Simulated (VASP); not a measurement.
# CsPbBr3: single point with PBEsol

The system is CsPbBr3.

```
CELL_PARAMETERS angstrom
5.72325 0.00000 0.00000
0.00000 5.72325 0.00000
0.00000 0.00000 5.57650
ATOMIC_POSITIONS crystal
Cs 0.00000 0.00000 0.00000
Pb 0.50000 0.50000 0.50000
Br 0.00000 0.50000 0.50000
Br 0.50000 0.00000 0.50000
Br 0.50000 0.50000 0.00000
```

This cell differs from its parent crystal: strain -0.025 along x and y, -0.050 along z.

```yaml
Program: VASP 6.6.1
Task: single point
Functional: PBEsol
Potentials_or_basis: VASP PAW PBE potentials, release 64 (Cs_sv, Pb_d, Br)
Cutoff: 520 eV
k_mesh: 6 × 6 × 6
Occupations: gaussian, width 0.05 eV
Spin: no spin polarisation
```

```
Pressure               : 2.9 GPa
Band gap on the k mesh : 0.85 eV
```

Stress tensor (GPa, compression positive):
```
2.26 0.00 0.00
0.00 2.26 0.00
0.00 0.00 4.16
```

Levels at points of the mesh, in eV from the valence-band top:
```
           k point  band 20  band 21  band 22  band 23  band 24  band 25
(0.00, 0.00, 0.00)    -2.82    -2.81    -2.81     2.28     3.17     3.24
(0.50, 0.00, 0.00)    -2.97    -2.97    -1.93     2.17     3.82     4.38
(0.50, 0.50, 0.00)    -2.98    -2.44    -1.05     1.61     1.61     4.52
(0.00, 0.00, 0.50)    -2.98    -2.98    -1.68     2.28     3.93     4.45
(0.50, 0.00, 0.50)    -2.96    -2.40    -0.84     1.51     1.73     4.43
(0.50, 0.50, 0.50)    -2.38    -2.38     0.00     0.85     0.85     1.08
```

Wall time 90 s on 1 thread of Intel(R) Xeon(R) 6975P-C (Granite Rapids), on a shared host, peak memory 0.43 GiB.

Caveat: the cell differs from its parent crystal (strain -0.025 along x and y, -0.050 along z); the PAW data sets were made with another functional, which shifts forces and pressure a little; spin-orbit coupling is left out, which moves the levels of the heavy elements. A k mesh can miss the band edges.
